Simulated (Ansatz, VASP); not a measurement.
**Two plane-wave programs on MgO**

```
Mg O
1.0
     0.00000    2.13515    2.13515
     1.97501    0.00000    2.13515
     1.97501    2.13515    0.00000
Mg O
1 1
Cartesian
  0.0000 0.0000 0.0000
  1.9750 2.1351 2.1351
```

Change from the starting cell: strain -0.0750 x Voigt [1, 0, 0, 0, 0, 0], atoms carried along.

Alike in both runs: task single point; functional r2SCAN; k mesh 10 × 10 × 10; occupations gaussian, width 0.05 eV; no spin polarisation.

|  | VASP | Ansatz |
| --- | --- | --- |
| version | VASP 6.6.1 | Ansatz 0.2.0 |
| potentials or method | VASP PAW PBE potentials, release 64 (Mg_sv, O), cutoff 750 eV | scalar-relativistic, plane waves, PAW |
| valence electrons in the cell | 16 | 16 |

|  | VASP | Ansatz | Ansatz less VASP |
| --- | --- | --- | --- |
| gap on the k mesh at the Fermi level (eV) | 5.92 | 5.90 | -0.020 |
| least direct gap on the mesh (eV) | 5.92 | 5.90 | -0.020 |
| pressure (GPa) | 7.9 | 8.0 | +0.07 |
| traceless stress, the component that is largest in VASP (GPa) | 15.82 | 15.51 | -0.308 |

VASP's potentials were made for PBE, not for r2SCAN.
